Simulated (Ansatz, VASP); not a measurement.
# One calculation of AgB2, two programs

```
Ag B
1.0
     3.03259    0.00000    0.00000
    -1.51630    2.62630    0.00000
     0.00000    0.00000    4.13919
Ag B
1 2
Cartesian
  0.0000 0.0000 0.0000
  0.0000 1.7509 2.0696
  1.5163 0.8754 2.0696
```

Alike in both runs: functional PBE; k mesh 14 × 14 × 11; occupations fermi-dirac, width 0.05 eV; no spin polarisation.

Ansatz relaxed the structure, and its values are those at the end. VASP's run is a single point on that final structure, the one shown.

|  | VASP | Ansatz |
| --- | --- | --- |
| version | VASP 6.6.1 | Ansatz 0.2.0 |
| potentials or method | VASP PAW PBE potentials, release 64 (Ag, B), cutoff 520 eV | all-electron LAPW, non-relativistic |

```csv
,VASP,Ansatz,Ansatz less VASP
pressure (GPa),-3.3,0.0,+3.27
```

Ansatz ran all-electron here, and VASP with PAW potentials.
